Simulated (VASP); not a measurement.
# GaP (de600) (F-43m) in VASP: a series of runs

GaP (de600) is run at these levels: LDA; tasks: vibrations by perturbation theory.

Program: VASP 6.6.1. These are calculated values, not measurements. Logs are shortened: lines on timing, memory, paths and dates and some standing lists are left out, and cuts for length are marked.

### Step 1. The cell of the first run

It takes space group F-43m (No. 216, cubic). Conventional cell: a = 5.391 Å, b = 5.391 Å, c = 5.391 Å, α = 90.00°, β = 90.00°, γ = 90.00°. Ga (site symmetry -43m) has 4 P at 2.33 Å within 3.1 Å. Within 3.1 Å of P (site symmetry -43m) lie 4 Ga at 2.33 Å.

### Step 2. Vibrations by perturbation theory, LDA

Input file INCAR:

```
SYSTEM = GaP
PREC = Accurate
ENCUT = 520
EDIFF = 1E-8
ISMEAR = 0
SIGMA = 0.01
LREAL = .False.
LASPH = .True.
NELM = 60
ALGO = Normal
ISIF = 2
LWAVE = .False.
LCHARG = .True.
NBANDS = 16
IBRION = 8
NSW = 1
LEPSILON = .True.
```

Input file KPOINTS:

```
regular mesh
0
Gamma
  8 8 8
  0 0 0
```

Input file POSCAR:

```
GaP
1.0
    0.0000000000      2.6956990820      2.6956990820
    2.6956990820      0.0000000000      2.6956990820
    2.6956990820      2.6956990820      0.0000000000
Ga P
1 1
Direct
    0.0000000000      0.0000000000      0.0000000000
    0.7500000000      0.7500000000      0.7500000000
```

Potentials or basis: VASP PAW LDA potentials, release 64 (Ga_d, P).

Command:

```bash
cat potpaw_LDA.64/Ga_d/POTCAR potpaw_LDA.64/P/POTCAR > POTCAR
mpirun -np 1 vasp_std > vasp.out
```

OUTCAR:

```text
SYSTEM = GaP
   PREC = Accurate
   ENCUT = 520
   EDIFF = 1E-8
   ISMEAR = 0
   LREAL = .False.
   LASPH = .True.
   NELM = 60
   ISIF = 2
   IBRION = 8
   NSW = 1
   LEPSILON = .True.

 ion  position               nearest neighbor table
   1  0.000  0.000  0.000-   2 2.33   2 2.33   2 2.33   2 2.33
   2  0.750  0.750  0.750-   1 2.33   1 2.33   1 2.33   1 2.33

  LATTYP: Found a face centered cubic cell.
 ALAT       =     5.3913981640

  Lattice vectors:

 A1 = (   0.0000000000,   2.6956990820,   2.6956990820)
 A2 = (   2.6956990820,   0.0000000000,   2.6956990820)
 A3 = (   2.6956990820,   2.6956990820,   0.0000000000)

Analysis of symmetry for initial positions (statically):
=====================================================================
 Subroutine PRICEL returns:
 Original cell was already a primitive cell.

 Routine SETGRP: Setting up the symmetry group for a
 face centered cubic supercell.

 Subroutine GETGRP returns: Found 24 space group operations
 (whereof 24 operations were pure point group operations)
 out of a pool of 48 trial point group operations.

The static configuration has the point symmetry T_d .

Analysis of symmetry for dynamics (positions and initial velocities):
=====================================================================
 Subroutine PRICEL returns:
 Original cell was already a primitive cell.

 Routine SETGRP: Setting up the symmetry group for a
 face centered cubic supercell.

 Subroutine GETGRP returns: Found 24 space group operations
 (whereof 24 operations were pure point group operations)
 out of a pool of 48 trial point group operations.

The dynamic configuration has the point symmetry T_d .

 Subroutine INISYM returns: Found 24 space group operations
 (whereof 24 operations are pure point group operations),
 and found     1 'primitive' translations

----------------------------------------------------------------------------------------

[... 688 lines left out ...]
 MACROSCOPIC STATIC DIELECTRIC TENSOR (including local field effects in DFT)
 ------------------------------------------------------
          11.462426     0.000000    -0.000000
          -0.000000    11.462426    -0.000000
          -0.000000     0.000000    11.462426
 ------------------------------------------------------

 PIEZOELECTRIC TENSOR (including local field effects)  for field in x, y, z        (e  Angst)
          XX          YY          ZZ          XY          YZ          ZX
  --------------------------------------------------------------------------------
  x    -0.00000     0.00000    -0.00000     0.00000     1.93516     0.00000
  y     0.00000    -0.00000    -0.00000     0.00000     0.00000     1.93516
  z     0.00000     0.00000    -0.00000     1.93516     0.00000     0.00000

 PIEZOELECTRIC TENSOR (including local field effects)  for field in x, y, z        (C/m^2)
          XX          YY          ZZ          XY          YZ          ZX
  --------------------------------------------------------------------------------
  x    -0.00000     0.00000    -0.00000     0.00000     0.79138     0.00000
  y     0.00000    -0.00000    -0.00000     0.00000     0.00000     0.79138
  z     0.00000     0.00000    -0.00000     0.79138     0.00000     0.00000

 BORN EFFECTIVE CHARGES (including local field effects) (in |e|, cummulative output)
 ---------------------------------------------------------------------------------
 ion    1
    1     2.12099     0.00000     0.00000
    2    -0.00000     2.12099     0.00000
    3    -0.00000    -0.00000     2.12099
 ion    2
    1    -2.12099    -0.00000    -0.00000
    2     0.00000    -2.12099     0.00000
    3     0.00000     0.00000    -2.12099

 INTERNAL STRAIN TENSOR FOR ION    2 for displacements in x,y,z  (eV/Angst):
          X           Y           Z          XY          YZ          ZX
  --------------------------------------------------------------------------------
  x     0.00000     0.00000     0.00000     0.00000     7.74818     0.00000
  y     0.00000     0.00000     0.00000     0.00000     0.00000     7.74818
  z     0.00000     0.00000     0.00000     7.74818     0.00000     0.00000

 SECOND DERIVATIVES (NOT SYMMETRIZED)
 ------------------------------------
               1X          1Y          1Z          2X          2Y          2Z
  1X   -10.507298    0.000000    0.000000   10.507298    0.000000    0.000000
  1Y     0.000000  -10.507298    0.000000    0.000000   10.507298    0.000000
  1Z     0.000000    0.000000  -10.507298    0.000000    0.000000   10.507298
  2X    10.500200    0.000000    0.000000  -10.500200    0.000000    0.000000
  2Y     0.000000   10.500200    0.000000    0.000000  -10.500200    0.000000
  2Z     0.000000    0.000000   10.500200    0.000000    0.000000  -10.500200

 Eigenvectors and eigenvalues of the dynamical matrix
 ----------------------------------------------------

   1 f  =   10.939973 THz    68.737878 2PiTHz  364.918221 cm-1    45.244073 meV
             X         Y         Z           dx          dy          dz
      0.000000  0.000000  0.000000     0.000000    0.554743    0.000000
      4.043549  4.043549  4.043549     0.000000   -0.832022    0.000000
[... 21 lines left out ...]
   6 f/i=    0.001706 THz     0.010719 2PiTHz    0.056906 cm-1     0.007055 meV
             X         Y         Z           dx          dy          dz
      0.000000  0.000000  0.000000     0.000000    0.000000    0.832022
      4.043549  4.043549  4.043549     0.000000    0.000000    0.554743

--------------------------------------------------------------------------------------------------------

 MACROSCOPIC STATIC DIELECTRIC TENSOR IONIC CONTRIBUTION
 ------------------------------------------------------
           1.978127    -0.000000    -0.000000
          -0.000000     1.978127    -0.000000
          -0.000000    -0.000000     1.978127
 ------------------------------------------------------

 ELASTIC MODULI CONTR FROM IONIC RELAXATION (kBar)
 Direction    XX          YY          ZZ          XY          YZ          ZX
 --------------------------------------------------------------------------------
 XX          -0.0000     -0.0000     -0.0000     -0.0000     -0.0000     -0.0000
 YY          -0.0000     -0.0000     -0.0000     -0.0000     -0.0000     -0.0000
 ZZ          -0.0000     -0.0000     -0.0000     -0.0000     -0.0000     -0.0000
 XY          -0.0000     -0.0000     -0.0000   -231.4945      0.0000      0.0000
 YZ          -0.0000     -0.0000     -0.0000      0.0000   -231.4945      0.0000
 ZX          -0.0000     -0.0000     -0.0000      0.0000      0.0000   -231.4945
 --------------------------------------------------------------------------------

 PIEZOELECTRIC TENSOR IONIC CONTR  for field in x, y, z        (C/m^2)
          XX          YY          ZZ          XY          YZ          ZX
  --------------------------------------------------------------------------------
  x    -0.00000    -0.00000    -0.00000    -0.00000    -0.63675    -0.00000
  y    -0.00000    -0.00000    -0.00000     0.00000     0.00000    -0.63675
  z    -0.00000    -0.00000    -0.00000    -0.63675     0.00000     0.00000
```

Run time: 3.5 min. Hardware: 1 thread of Intel Xeon 6975P-C (Granite Rapids), shared host; peak memory 0.27 GiB.

Results:

* Electronic dielectric tensor (diagonal): 11.46
* Born charges (mean of the diagonal): Ga +2.12; P -2.12 e
* Highest phonon frequency at Γ, LO-TO splitting left out: 365 cm⁻¹

Phonon frequencies in cm⁻¹ (negative: imaginary):
```tsv
q point	frequencies
(0.000, 0.000, 0.000)	0 0 0 365 365 365
```

Electronic dielectric tensor:
```
11.46  0.00  0.00
 0.00 11.46  0.00
 0.00  0.00 11.46
```

Born effective charge tensors (e):
atom 1, Ga
```
2.12 0.00 0.00
0.00 2.12 0.00
0.00 0.00 2.12
```
atom 2, P
```
-2.12  0.00  0.00
 0.00 -2.12  0.00
 0.00  0.00 -2.12
```

### Step 3. Vibrations by perturbation theory, LDA

INCAR is that of step 2.

KPOINTS is that of step 2.

Input file POSCAR:

```
GaP
1.0
    0.0000000000      2.6956990837      2.6956990837
    2.6956990837      0.0000000000      2.6956990837
    2.6956990837      2.6956990837      0.0000000000
Ga P
1 1
Direct
    0.0000000000      0.0000000000      0.0000000000
    0.7500000000      0.7500000000      0.7500000000
```

Potentials or basis: VASP PAW LDA potentials, release 64 (Ga_d, P).

Command:

```bash
cat potpaw_LDA.64/Ga_d/POTCAR potpaw_LDA.64/P/POTCAR > POTCAR
mpirun -np 1 vasp_std > vasp.out
```

OUTCAR:

```text
SYSTEM = GaP
   PREC = Accurate
   ENCUT = 520
   EDIFF = 1E-8
   ISMEAR = 0
   LREAL = .False.
   LASPH = .True.
   NELM = 60
   ISIF = 2
   IBRION = 8
   NSW = 1
   LEPSILON = .True.

 ion  position               nearest neighbor table
   1  0.000  0.000  0.000-   2 2.33   2 2.33   2 2.33   2 2.33
   2  0.750  0.750  0.750-   1 2.33   1 2.33   1 2.33   1 2.33

  LATTYP: Found a face centered cubic cell.
 ALAT       =     5.3913981674

  Lattice vectors:

 A1 = (   0.0000000000,   2.6956990837,   2.6956990837)
 A2 = (   2.6956990837,   0.0000000000,   2.6956990837)
 A3 = (   2.6956990837,   2.6956990837,   0.0000000000)

Analysis of symmetry for initial positions (statically):
=====================================================================
 Subroutine PRICEL returns:
 Original cell was already a primitive cell.

 Routine SETGRP: Setting up the symmetry group for a
 face centered cubic supercell.

 Subroutine GETGRP returns: Found 24 space group operations
 (whereof 24 operations were pure point group operations)
 out of a pool of 48 trial point group operations.

The static configuration has the point symmetry T_d .

Analysis of symmetry for dynamics (positions and initial velocities):
=====================================================================
 Subroutine PRICEL returns:
 Original cell was already a primitive cell.

 Routine SETGRP: Setting up the symmetry group for a
 face centered cubic supercell.

 Subroutine GETGRP returns: Found 24 space group operations
 (whereof 24 operations were pure point group operations)
 out of a pool of 48 trial point group operations.

The dynamic configuration has the point symmetry T_d .

 Subroutine INISYM returns: Found 24 space group operations
 (whereof 24 operations are pure point group operations),
 and found     1 'primitive' translations

----------------------------------------------------------------------------------------

                                     Primitive cell

  volume of cell :      39.1782

  direct lattice vectors                    reciprocal lattice vectors
     0.000000000  2.695699084  2.695699084    -0.185480643  0.185480643  0.185480643
     2.695699084  0.000000000  2.695699084     0.185480643 -0.185480643  0.185480643
     2.695699084  2.695699084  0.000000000     0.185480643  0.185480643 -0.185480643

  length of vectors
     3.812294204  3.812294204  3.812294204     0.321261898  0.321261898  0.321261898

  position of ions in fractional coordinates (direct lattice)
     0.000000000  0.000000000  0.000000000
     0.750000000  0.750000000  0.750000000

  ion indices of the primitive-cell ions
[... 644 lines left out ...]
    -0.00009  0.78824  0.00000
     0.78824 -0.00009  0.00000
     0.00000  0.00000 -0.00055

--------------------------------------- Ionic step        4  -------------------------------------------

------------------------ aborting loop because EDIFF is reached ----------------------------------------

[... ionic steps 5 to 6 ...]

--------------------------------------- Ionic step        7  -------------------------------------------

 Free energy of the ion-electron system (eV)
  ---------------------------------------------------
  ---------------------------------------------------
  free energy    TOTEN  =        -0.04766932 eV

  energy without entropy =       -0.04766932

------------------------ aborting loop because EDIFF is reached ----------------------------------------

 INTERNAL STRAIN TENSOR  FOR ION    2  DIRECTION 1   (eV/Angst):
 -----------------------------------------------------------------------------
    -0.01305  0.00000  0.00000
     0.00000  0.00862  7.74815
     0.00000  7.74815  0.00862

 MACROSCOPIC STATIC DIELECTRIC TENSOR (including local field effects in DFT)
 ------------------------------------------------------
          11.462426     0.000000     0.000000
          -0.000000    11.462426    -0.000000
           0.000000     0.000000    11.462426
 ------------------------------------------------------

 PIEZOELECTRIC TENSOR (including local field effects)  for field in x, y, z        (e  Angst)
          XX          YY          ZZ          XY          YZ          ZX
  --------------------------------------------------------------------------------
  x     0.00000     0.00000    -0.00000     0.00000     1.93516     0.00000
  y    -0.00000    -0.00000    -0.00000     0.00000     0.00000     1.93516
  z    -0.00000    -0.00000     0.00000     1.93516     0.00000     0.00000

 PIEZOELECTRIC TENSOR (including local field effects)  for field in x, y, z        (C/m^2)
          XX          YY          ZZ          XY          YZ          ZX
  --------------------------------------------------------------------------------
  x     0.00000     0.00000    -0.00000     0.00000     0.79138     0.00000
  y    -0.00000    -0.00000    -0.00000     0.00000     0.00000     0.79138
  z    -0.00000    -0.00000     0.00000     0.79138     0.00000     0.00000

 BORN EFFECTIVE CHARGES (including local field effects) (in |e|, cummulative output)
 ---------------------------------------------------------------------------------
 ion    1
    1     2.12099     0.00000     0.00000
    2    -0.00000     2.12099     0.00000
    3    -0.00000    -0.00000     2.12099
 ion    2
    1    -2.12099     0.00000     0.00000
    2     0.00000    -2.12099    -0.00000
    3     0.00000     0.00000    -2.12099

 INTERNAL STRAIN TENSOR FOR ION    2 for displacements in x,y,z  (eV/Angst):
          X           Y           Z          XY          YZ          ZX
  --------------------------------------------------------------------------------
  x     0.00000     0.00000     0.00000     0.00000     7.74815     0.00000
  y    -0.00000     0.00000    -0.00000     0.00000     0.00000     7.74815
  z     0.00000     0.00000     0.00000     7.74815     0.00000     0.00000

 SECOND DERIVATIVES (NOT SYMMETRIZED)
 ------------------------------------
               1X          1Y          1Z          2X          2Y          2Z
  1X   -10.507312    0.000000    0.000000   10.507312    0.000000    0.000000
  1Y     0.000000  -10.507312    0.000000    0.000000   10.507312    0.000000
  1Z     0.000000    0.000000  -10.507312    0.000000    0.000000   10.507312
  2X    10.500202    0.000000    0.000000  -10.500202    0.000000    0.000000
  2Y     0.000000   10.500202    0.000000    0.000000  -10.500202    0.000000
  2Z     0.000000    0.000000   10.500202    0.000000    0.000000  -10.500202

 Eigenvectors and eigenvalues of the dynamical matrix
 ----------------------------------------------------

   1 f  =   10.939976 THz    68.737897 2PiTHz  364.918323 cm-1    45.244085 meV
             X         Y         Z           dx          dy          dz
      0.000000  0.000000  0.000000     0.000000    0.554743    0.000000
      4.043549  4.043549  4.043549     0.000000   -0.832021    0.000000
[... 21 lines left out ...]
   6 f/i=    0.001709 THz     0.010737 2PiTHz    0.057002 cm-1     0.007067 meV
             X         Y         Z           dx          dy          dz
      0.000000  0.000000  0.000000     0.000000    0.000000    0.832021
      4.043549  4.043549  4.043549     0.000000    0.000000    0.554743

--------------------------------------------------------------------------------------------------------

 MACROSCOPIC STATIC DIELECTRIC TENSOR IONIC CONTRIBUTION
 ------------------------------------------------------
           1.978126    -0.000000    -0.000000
          -0.000000     1.978126     0.000000
          -0.000000     0.000000     1.978126
 ------------------------------------------------------

 ELASTIC MODULI CONTR FROM IONIC RELAXATION (kBar)
 Direction    XX          YY          ZZ          XY          YZ          ZX
 --------------------------------------------------------------------------------
 XX          -0.0000     -0.0000     -0.0000     -0.0000     -0.0000      0.0000
 YY          -0.0000     -0.0000     -0.0000     -0.0000     -0.0000     -0.0000
 ZZ          -0.0000     -0.0000     -0.0000      0.0000     -0.0000      0.0000
 XY          -0.0000     -0.0000      0.0000   -231.4936      0.0000     -0.0000
 YZ          -0.0000     -0.0000     -0.0000      0.0000   -231.4936      0.0000
 ZX           0.0000     -0.0000      0.0000     -0.0000      0.0000   -231.4936
 --------------------------------------------------------------------------------

 PIEZOELECTRIC TENSOR IONIC CONTR  for field in x, y, z        (C/m^2)
          XX          YY          ZZ          XY          YZ          ZX
  --------------------------------------------------------------------------------
  x    -0.00000    -0.00000    -0.00000     0.00000    -0.63675     0.00000
  y     0.00000    -0.00000     0.00000    -0.00000     0.00000    -0.63675
  z    -0.00000    -0.00000     0.00000    -0.63675     0.00000    -0.00000
```

OSZICAR:

```text
N       E                     dE             d eps       ncg     rms          rms(c)
DAV:   1     0.820485771028E+02    0.82049E+02   -0.91072E+03   960   0.163E+03
DAV:   2    -0.426277264899E+01   -0.86311E+02   -0.82218E+02  1040   0.321E+02
[... 197 lines left out ...]
RMM:   5    -0.476893284237E-01   -0.91255E-05   -0.28108E-05  6448   0.200E-02    0.672E-03
RMM:   6    -0.476724175099E-01    0.16911E-04   -0.27815E-06  6066   0.685E-03    0.410E-03
RMM:   7    -0.476712622979E-01    0.11552E-05    0.72431E-07  6351   0.264E-03    0.366E-04
RMM:   8    -0.476695405110E-01    0.17218E-05    0.79937E-08  6204   0.917E-04    0.145E-04
RMM:   9    -0.476693014071E-01    0.23910E-06    0.20555E-08  6469   0.281E-04    0.169E-05
RMM:  10    -0.476693216853E-01   -0.20278E-07   -0.35964E-09  6285   0.100E-04    0.358E-06
RMM:  11    -0.476693226735E-01   -0.98818E-09    0.37618E-10  6439   0.419E-05    0.194E-06
 Linear response finished
```

Run time: 13 min. Hardware: 1 thread of Intel Xeon 8259CL, shared host; peak memory 0.27 GiB.

What came out:

```yaml
Electronic_dielectric_tensor_diagonal: 11.46
Born_charges_mean_of_the_diagonal: Ga +2.12; P -2.12 e
Highest_phonon_frequency_at_Γ_LO-TO_splitting_left_out: 365 cm⁻¹
```

Phonon frequencies in cm⁻¹ (negative: imaginary):
```
              q point        frequencies
(0.000, 0.000, 0.000)  0 0 0 365 365 365
```

Electronic dielectric tensor:
```
11.46  0.00  0.00
 0.00 11.46  0.00
 0.00  0.00 11.46
```

Born effective charge tensors (e):
atom 1, Ga
```
2.12 0.00 0.00
0.00 2.12 0.00
0.00 0.00 2.12
```
atom 2, P
```
-2.12  0.00  0.00
 0.00 -2.12  0.00
 0.00  0.00 -2.12
```
